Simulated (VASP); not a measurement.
A run of VASP 6.6.1 is set up as follows.

File INCAR:

```
SYSTEM = InP
PREC = Accurate
ENCUT = 520
EDIFF = 1E-6
ISMEAR = -1
SIGMA = 0.1
LREAL = .False.
LASPH = .True.
NELM = 60
ALGO = Normal
ISIF = 2
LWAVE = .False.
LCHARG = .False.
GGA = PS
NBANDS = 16
```

File KPOINTS:

```
Automatic mesh
0
Gamma
  13 13 13
  0 0 0
```

File POSCAR:

```
InP
1.0
    0.0000000000      2.7298883968      2.7298883968
    2.7298883968      0.0000000000      2.7298883968
    2.7298883968      2.7298883968      0.0000000000
In P
1 1
Direct
    0.0000000000      0.0000000000      0.0000000000
    0.5000000000      0.5000000000      0.5000000000
```

Potentials or basis: VASP PAW PBE potentials, release 64 (In_d, P).

The run is started by

```bash
$ cat potpaw_PBE.64/In_d/POTCAR potpaw_PBE.64/P/POTCAR > POTCAR
$ mpirun -np 1 vasp_std > vasp.out
```

What does it give for the pressure?

0.0 GPa.

Estimate the band gap on the k mesh.

zero (band 9 reaches 7.79 eV, above the bottom of band 10 at 5.02 eV).

Caveat: the PAW data sets were made with another functional, which shifts forces and pressure a little; spin-orbit coupling is left out, which moves the levels of the heavy elements.
